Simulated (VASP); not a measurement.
Here is a VASP 6.6.1 calculation.

File INCAR:

```
ALGO = Normal
EDIFF = 1E-7
ENCUT = 520
GGA = PE
ISIF = 2
ISMEAR = 1
LASPH = T
LCHARG = T
LELF = T
LREAL = F
LVHAR = T
LWAVE = F
NBANDS = 19
NELM = 80
PREC = Accurate
SIGMA = 0.1
```

KPOINTS

```
k-points
0
Gamma
  11 11 6
```

POSCAR

```
Ti
1.0
    2.9364821834      0.0000000000      0.0000000000
   -1.4682410917      2.5430681686      0.0000000000
    0.0000000000      0.0000000000      4.6575171519
Ti
2
Direct
    0.3333333333      0.6666666667      0.2500000000
    0.6666666667      0.3333333333      0.7500000000
```

Potentials or basis: VASP PAW PBE potentials, release 64 (Ti_sv).

Run with:

```sh
$ cat potpaw_PBE.64/Ti_sv/POTCAR > POTCAR
$ mpirun -np 1 vasp_std > vasp.out
```

(1) Estimate the band gap on the k mesh.

(2) Estimate the pressure.

## Answers

(1) zero (bands 12 and 13 overlap by 1.01 eV).

(2) -0.3 GPa.
